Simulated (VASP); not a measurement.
Write the native input for VASP 6.6.1 that does the following.

```yaml
Task: single point
Functional: r2SCAN
Potentials_or_basis: VASP PAW PBE potentials, release 64 (Al, Ru_pv)
Cutoff: 520 eV
k_mesh: 14 × 14 × 14
Occupations: gaussian, width 0.1 eV
Spin: no spin polarisation
Dipole_correction: no
Further_INCAR_settings: ALGO = Normal; EDIFF = 1e-06; NBANDS = 16
```

Crystal: AlRu.

```xyz
2
Lattice="2.9826 0.0000 0.0000 0.0000 2.9826 0.0000 0.0000 0.0000 2.9826" Properties=species:S:1:pos:R:3 pbc="T T T"
Al    0.0000    0.0000    0.0000
Ru    1.4913    1.4913    1.4913
```

These files were run (other wordings do the same):

POSCAR

```
AlRu
1.0
    2.9826244060      0.0000000000      0.0000000000
    0.0000000000      2.9826244060      0.0000000000
    0.0000000000      0.0000000000      2.9826244060
Al Ru
1 1
Direct
    0.0000000000      0.0000000000      0.0000000000
    0.5000000000      0.5000000000      0.5000000000
```

INCAR.step1

```
  PREC = Accurate
  ENCUT = 520
  ISMEAR = 0
  SIGMA = 0.1
  LREAL = F
  LASPH = T
  NELM = 60
  NBANDS = 16
  GGA = PE
  ALGO = Normal
  EDIFF = 1E-4
  LWAVE = T
  LCHARG = F
```

INCAR.step2

```
  PREC = Accurate
  ENCUT = 520
  EDIFF = 1E-6
  ISMEAR = 0
  SIGMA = 0.1
  LREAL = F
  LASPH = T
  NELM = 60
  ALGO = Normal
  ISIF = 2
  LWAVE = F
  LCHARG = T
  METAGGA = R2SCAN
  LMIXTAU = T
  LELF = T
  LVHAR = T
  NBANDS = 16
  ISTART = 1
```

KPOINTS

```
Automatic mesh
0
Gamma
  14 14 14
```

Potentials or basis: VASP PAW PBE potentials, release 64 (Al, Ru_pv).

Run with:

```sh
$ cat potpaw_PBE.64/Al/POTCAR potpaw_PBE.64/Ru_pv/POTCAR > POTCAR
$ cp INCAR.step1 INCAR
$ mpirun -np 1 vasp_std > vasp.out
$ cp INCAR.step2 INCAR
$ mpirun -np 1 vasp_std > vasp.out
```

It gave:

The pressure is 0.1 GPa. The band gap on the k mesh is zero (an odd number of electrons rules out a gap without spin polarisation).

Caveat: the PAW data sets were made with another functional, which shifts forces and pressure a little.

Wall time 2.6 min on 1 thread of Intel Xeon 8259CL, on a shared host, peak memory 0.18 GiB.
